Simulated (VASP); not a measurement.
Input of a VASP 6.6.1 run:

Contents of INCAR:

```
ALGO = Normal ; EDIFF = 1E-6
ENCUT = 520 ; GGA = RE
ISIF = 2 ; ISMEAR = -1
ISPIN = 2 ; IVDW = 12
LASPH = True ; LCHARG = False
LMAXMIX = 4 ; LORBIT = 11
LREAL = False ; LWAVE = False
MAGMOM = 2 2 2 2 ; NBANDS = 30
NELM = 150 ; PREC = Accurate
SIGMA = 0.05
```

KPOINTS

```
k-points
0
Gamma
  12 12 4
```

File POSCAR:

```
Co
1.0
    2.4539803297      0.0000000000      0.0000000000
   -1.2269901649      2.1252093060      0.0000000000
    0.0000000000      0.0000000000      8.0339487160
Co
4
Direct
    0.6666666667      0.3333333333      0.7500000000
    0.0000000000      0.0000000000      0.5000000000
    0.3333333333      0.6666666667      0.2500000000
    0.0000000000      0.0000000000      0.0000000000
```

Potentials or basis: VASP PAW PBE potentials, release 64 (Co).

Run with:

```sh
$ cat potpaw_PBE.64/Co/POTCAR > POTCAR
$ mpirun -np 1 vasp_std > vasp.out
```

Q: What does it give for the pressure?

A: -0.2 GPa.

Q: Estimate the dispersion energy per atom.

A: -0.830 eV.

Q: Predict the site moments.

A: Co +1.66, +1.63 (each value once) μB.

Q: Predict the net moment.

A: 6.53 μB per cell.

Stress tensor (GPa, compression positive):
```
 1.16  0.00  0.00
 0.00  1.16  0.00
 0.00  0.00 -2.88
```

Caveat: the PAW data sets were made with another functional, which shifts forces and pressure a little.
